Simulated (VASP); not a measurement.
A run of VASP 6.6.1 is set up as follows.

INCAR

```
ALGO = Normal ; EDIFF = 1E-6
EDIFFG = -0.04 ; ENCUT = 600
GGA = PE ; IBRION = 2
ISIF = 3 ; ISMEAR = 0
LASPH = True ; LCHARG = False
LREAL = False ; LWAVE = False
NELM = 100 ; NSW = 90
PREC = Accurate ; SIGMA = 0.1
```

KPOINTS

```
k-points
0
Gamma
  4 4 4
```

File POSCAR:

```
SiW4
1.0
   -2.7263161000      2.7263161000      2.7263161000
    2.7263161000     -2.7263161000      2.7263161000
    2.7263161000      2.7263161000     -2.7263161000
Si W
1 4
Direct
    0.0000000000      0.0000000000      0.0000000000
    0.5000000000      0.5000000000      0.5000000000
    0.5000000000      0.0000000000      0.0000000000
    0.0000000000      0.0000000000      0.5000000000
    0.0000000000      0.5000000000      0.0000000000
```

Potentials or basis: VASP PAW PBE potentials, release 64 (Si, W_sv).

Command:

```console
$ cat potpaw_PBE.64/Si/POTCAR potpaw_PBE.64/W_sv/POTCAR > POTCAR
$ mpirun -np 1 vasp_std > vasp.out
```

Predict the relaxed volume.

18.13 Å³/atom.

Predict the space group after relaxing (to 0.05 Å).

Im-3m (No. 229).

What does it give for the relaxed cell?

a = 4.902 Å, b = 4.902 Å, c = 4.902 Å, α = 109.47°, β = 109.47°, γ = 109.47°.

Step by step:
| step | energy change (eV) | largest force (eV/Å) | pressure (GPa) | volume (Å³) |
| --- | --- | --- | --- | --- |
| 1 | 0.0000 | 0.0000 | 28.19 | 81.06 |
| 2 | 2.8116 | 0.0000 | -31.04 | 119.33 |
| 3 | -0.7541 | 0.0000 | -2.20 | 91.55 |
| 4 | -0.7610 | 0.0000 | -0.27 | 90.67 |

Caveat: the k points lie up to 0.39 Å⁻¹ apart in the final cell.
